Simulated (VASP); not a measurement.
# Sb (I4/mmm) in VASP: notebook, part 2 of 2

VASP 6.6.1.

### Step 4. Single point, PBE (volume scaled by 1.05)

Input file INCAR:

```
SYSTEM = Sb
PREC = Accurate
ENCUT = 520
EDIFF = 1E-6
ISMEAR = -1
SIGMA = 0.05
LREAL = .False.
LASPH = .True.
NELM = 60
ALGO = Normal
ISIF = 2
LWAVE = .False.
LCHARG = .False.
GGA = PE
NBANDS = 8
```

Input file KPOINTS:

```
Automatic mesh
0
Gamma
  19 19 19
  0 0 0
```

Input file POSCAR:

```
Sb
1.0
   -1.5296765170      1.5296765170      2.5206629649
    1.5296765170     -1.5296765170      2.5206629649
    1.5296765170      1.5296765170     -2.5206629649
Sb
1
Direct
    0.0000000000      0.0000000000      0.0000000000
```

Potentials or basis: VASP PAW PBE potentials, release 64 (Sb).

Launch:

```
> cat potpaw_PBE.64/Sb/POTCAR > POTCAR
> mpirun -np 1 vasp_std > vasp.out
```

OUTCAR:

```text
SYSTEM = Sb
   PREC = Accurate
   ENCUT = 520
   EDIFF = 1E-6
   ISMEAR = -1
   LREAL = .False.
   LASPH = .True.
   NELM = 60
   ISIF = 2
   GGA = PE

 ion  position               nearest neighbor table
   1  0.000  0.000  0.000-

  LATTYP: Found a body centered tetragonal cell.
 ALAT       =     3.0593530340
 C/A-ratio  =     1.6478405316

  Lattice vectors:

 A1 = (  -1.5296765170,   1.5296765170,   2.5206629649)
 A2 = (   1.5296765170,  -1.5296765170,   2.5206629649)
 A3 = (   1.5296765170,   1.5296765170,  -2.5206629649)

[... 434 lines left out ...]
      1      -2.2428      2.00000
      2       9.7081      2.00000
      3      14.0333      0.00000
      4      16.1374      0.00000
      5      18.5289      0.00000
      6      20.5897      0.00000
      7      22.0077      0.00000
      8      22.7000      0.00000

 [... further k-points ...]
[... 5 lines left out ...]
  --------------------------------------------------------------------------------------
  -------------------------------------------------------------------------------------
  Total        1.9945667      1.9945667      1.7947246      0.0000000     -0.0000000      0.0000000
  in kB      135.4519265    135.4519265    121.8805547      0.0000000     -0.0000000      0.0000000
  external PRESSURE =     130.9281359 kB  Pullay stress =       0.0000000 kB

 VOLUME and BASIS-vectors are now :
 -----------------------------------------------------------------------------
  energy-cutoff  :      520.00
  volume of cell :       23.59
      direct lattice vectors                 reciprocal lattice vectors
    -1.529676517  1.529676517  2.520662965     0.000000000  0.326866494  0.198360513
     1.529676517 -1.529676517  2.520662965     0.326866494  0.000000000  0.198360513
     1.529676517  1.529676517 -2.520662965     0.326866494  0.326866494  0.000000000

 POSITION                                       TOTAL-FORCE (eV/Angst)
 -----------------------------------------------------------------------------------
      0.00000      0.00000      0.00000         0.000000     -0.000000      0.000000
 -----------------------------------------------------------------------------------
    total drift:                                0.000000      0.000000      0.000000

  FREE ENERGIE OF THE ION-ELECTRON SYSTEM (eV)
  ---------------------------------------------------
  free  energy   TOTEN  =        -3.6998035746 eV

  energy  without entropy=       -3.6949861045  energy(sigma->0) =       -3.69739484
```

OSZICAR:

```text
N       E                     dE             d eps       ncg     rms          rms(c)
DAV:   1     0.559329875558E+01    0.55933E+01   -0.17212E+03  8872   0.415E+02
DAV:   2    -0.360938043234E+01   -0.92027E+01   -0.88367E+01 12336   0.546E+01
DAV:   3    -0.370537724343E+01   -0.95997E-01   -0.95807E-01 10704   0.622E+00
DAV:   4    -0.370564444101E+01   -0.26720E-03   -0.26719E-03 13768   0.401E-01
DAV:   5    -0.370564481531E+01   -0.37430E-06   -0.37418E-06 11264   0.947E-03    0.224E+00
DAV:   6    -0.370196553972E+01    0.36793E-02   -0.10102E-03 11952   0.175E-01    0.131E+00
DAV:   7    -0.369980388398E+01    0.21617E-02   -0.23122E-03 10488   0.262E-01    0.420E-02
DAV:   8    -0.369980319492E+01    0.68906E-06   -0.50573E-05 12832   0.532E-02    0.629E-03
DAV:   9    -0.369980357455E+01   -0.37963E-06   -0.69001E-07 11112   0.635E-03
   1 F= -.36998036E+01 E0= -.36973948E+01  d E =-.481747E-02
```

stdout:

```text
POSCAR found type information on POSCAR Sb
 POSCAR found :  1 types and       1 ions
 scaLAPACK will be used
 LDA part: xc-table for (Slater+PW92), standard interpolation
 POSCAR, INCAR and KPOINTS ok, starting setup
 FFT: planning ... GRIDC
 FFT: planning ... GRID_SOFT
 FFT: planning ... GRID
 WAVECAR not read
 entering main loop
```

It took 2 min on 1 thread of Intel Xeon 8259CL, shared host; peak memory 0.24 GiB.

Results:

```yaml
Free_energy: -3.6998 eV
Pressure: 13.1 GPa
```

Levels at points of the mesh, in eV from the Fermi level:
```tsv
k point	band 1	band 2	band 3	band 4	band 5	band 6	band 7
(0.00, 0.00, 0.00)	-14.10	6.02	6.34	6.34	9.87	10.43	10.92
```

Caveat: the cell differs from its parent crystal (volume scaled by 1.05); spin-orbit coupling is left out, which moves the levels of the heavy elements.

### Step 5. Single point, PBE, collinear spin, ferromagnetic start

This run uses another cell than the first one, of 21.91 Å³/atom, 0.975 times its volume.

Input file INCAR:

```
SYSTEM = Sb
PREC = Accurate
ENCUT = 520
EDIFF = 1E-7
ISMEAR = -1
SIGMA = 0.05
LREAL = .FALSE.
LASPH = .TRUE.
NELM = 150
ALGO = Normal
ISIF = 2
LWAVE = .FALSE.
LCHARG = .FALSE.
ISPIN = 2
MAGMOM = 2
LORBIT = 11
GGA = PE
NBANDS = 12
```

Input file KPOINTS:

```
Automatic mesh
0
G
  19 19 19
  0 0 0
```

Input file POSCAR:

```
Sb
1.0
   -1.4923523432      1.4923523432      2.4591586785
    1.4923523432     -1.4923523432      2.4591586785
    1.4923523432      1.4923523432     -2.4591586785
Sb
1
Direct
    0.0000000000      0.0000000000      0.0000000000
```

Launch:

```
> cat potpaw_PBE.64/Sb/POTCAR > POTCAR
> mpirun -np 1 vasp_std > vasp.out
```

Wall time 4 min (1 thread of Intel Xeon 8259CL, shared host); peak memory 0.32 GiB.

It converged, with:

```yaml
Free_energy: -3.5138 eV
Pressure: 22.9 GPa
Net_moment: 0.00 μB per cell
Valence_electrons_inside_the_program's_atomic_spheres: Sb 2.45
```

Stress tensor (GPa, compression positive):
```
23.87  0.00  0.00
 0.00 23.87  0.00
 0.00  0.00 20.99
```

Levels at points of the mesh, in eV from the Fermi level:
Spin up:
| k point | band 1 | band 2 | band 3 | band 4 | band 5 | band 6 |
| --- | --- | --- | --- | --- | --- | --- |
| (0.00, 0.00, 0.00) | -14.81 | 6.70 | 6.94 | 6.94 | 10.15 | 10.37 |
Spin down:
| k point | band 1 | band 2 | band 3 | band 4 | band 5 | band 6 |
| --- | --- | --- | --- | --- | --- | --- |
| (0.00, 0.00, 0.00) | -14.81 | 6.70 | 6.94 | 6.94 | 10.15 | 10.37 |

Caveat: spin-orbit coupling is left out, which moves the levels of the heavy elements.

### Step 6. Overview

| spin | cell | gap on the mesh (eV) | pressure (GPa) |
| --- | --- | --- | --- |
| off | a = 3.268 Å, angles 125.2, 125.2, 81.3°, 1 atom | none | 19.2 |
| off | a = 3.295 Å, angles 125.2, 125.2, 81.3°, 1 atom | none | 16.0 |
| off | a = 3.322 Å, angles 125.2, 125.2, 81.3°, 1 atom | none | 13.1 |
| collinear, ferromagnetic start | a = 3.241 Å, angles 125.2, 125.2, 81.3°, 1 atom | none | 22.9 |

Alike in all rows: task single point; level PBE; potentials or basis VASP PAW PBE potentials, release 64 (Sb); k mesh 19 × 19 × 19; cutoff (eV) 520; smearing fermi-dirac 0.05 eV.

Caveats: spin-orbit coupling is left out, which moves the levels of the heavy elements.

Total energies depend on the potentials used, so only differences within one code and one set of settings carry meaning.
